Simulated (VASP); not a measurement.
Write the native input for VASP 6.6.1 that does the following.

- Task: relaxation of volume and atoms at fixed shape
- Functional: PBEsol
- Potentials or basis: VASP PAW PBE potentials, release 64 (Ta_pv, W_sv)
- Cutoff: 600 eV
- k mesh: 8 × 8 × 5
- Occupations: gaussian, width 0.05 eV
- Spin: no spin polarisation
- Dipole correction: no
- Further INCAR settings: ALGO = Normal; EDIFF = 1e-06; IBRION = 2; EDIFFG = -0.03; NSW = 80; ISIF = 8

The structure of TaW lies in POSCAR:

```
TaW
1.0
    1.6141287900     -2.3070255000      0.0000000000
    1.6141287900      2.3070255000      0.0000000000
    0.0000000000      0.0000000000      4.5213984100
Ta W
1 1
Direct
    0.0000000000      0.0000000000      0.0000000000
    0.5000000000      0.5000000000      0.4999999989
```

One way to write it, as run:

INCAR

```
ALGO     = Normal         # electronic algorithm
EDIFF    = 1E-6           # SCF threshold, eV
EDIFFG   = -0.03          # ionic threshold
ENCUT    = 600            # plane-wave cutoff, eV
GGA      = PS             # functional
IBRION   = 2              # ionic algorithm
ISIF     = 8              # what is computed and relaxed
ISMEAR   = 0              # smearing method
LASPH    = T              # aspherical terms in the spheres
LCHARG   = F              # write CHGCAR
LREAL    = F              # projectors in reciprocal space
LWAVE    = F              # write WAVECAR
NELM     = 100            # most SCF steps
NSW      = 80             # ionic steps
PREC     = Accurate       # precision mode
SIGMA    = 0.05           # smearing width, eV
```

KPOINTS

```
k-points
0
Gamma
  8 8 5
```

Potentials or basis: VASP PAW PBE potentials, release 64 (Ta_pv, W_sv).

The run is started by

```bash
$ cat potpaw_PBE.64/Ta_pv/POTCAR potpaw_PBE.64/W_sv/POTCAR > POTCAR
$ mpirun -np 1 vasp_std > vasp.out
```

Results of the run:

The relaxed volume is 16.56 Å³/atom. The relaxed cell is a = 2.800 Å, b = 2.800 Å, c = 4.497 Å, α = 90.00°, β = 90.00°, γ = 110.04° and the space group after relaxing (to 0.05 Å) is Cmmm (No. 65). The energy gained by relaxing is 3.8 meV/atom. The ionic steps are 3. The pressure after relaxing is 0.0 GPa.

Caveat: the PAW data sets were made with another functional, which shifts forces and pressure a little.

Wall time 28 s on 1 thread of Intel(R) Xeon(R) 6975P-C (Granite Rapids), with other jobs on the host, peak memory 0.2 GiB.
